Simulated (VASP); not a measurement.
A run of VASP 6.6.1:

POSCAR

```
LiH
1.0
    0.0000000000      1.9614580566      1.9614580566
    1.9614580566      0.0000000000      1.9614580566
    1.9614580566      1.9614580566      0.0000000000
Li H
1 1
Direct
    0.0000000000      0.0000000000      0.0000000000
    0.5000000000      0.5000000000      0.5000000000
```

File INCAR.step1:

```
  PREC = Accurate
  ENCUT = 520
  ISMEAR = 0
  SIGMA = 0.02
  LREAL = False
  LASPH = True
  NELM = 80
  NBANDS = 9
  GGA = PE
  ALGO = Normal
  EDIFF = 1E-4
  LWAVE = True
  LCHARG = False
```

The input INCAR.step2:

```
  PREC = Accurate
  ENCUT = 520
  EDIFF = 1E-6
  ISMEAR = 0
  SIGMA = 0.02
  LREAL = False
  LASPH = True
  NELM = 80
  ALGO = Normal
  ISIF = 2
  LWAVE = False
  LCHARG = False
  METAGGA = R2SCAN
  LMIXTAU = True
  NBANDS = 9
  ISTART = 1
```

KPOINTS

```
regular mesh
0
Gamma
  10 10 10
```

Potentials or basis: VASP PAW PBE potentials, release 64 (Li_sv, H).

Run with:

```bash
$ cat potpaw_PBE.64/Li_sv/POTCAR potpaw_PBE.64/H/POTCAR > POTCAR
$ cp INCAR.step1 INCAR
$ mpirun -np 1 vasp_std > vasp.out
$ cp INCAR.step2 INCAR
$ mpirun -np 1 vasp_std > vasp.out
```

Hardware: 1 thread of Intel Xeon 8259CL (shared host).

**Question.** How long does it take, and how much memory?

**Answer.** Run time: 42 s on 1 thread of Intel Xeon 8259CL, with other jobs on the host, peak memory 0.13 GiB. Counts: k points 47.
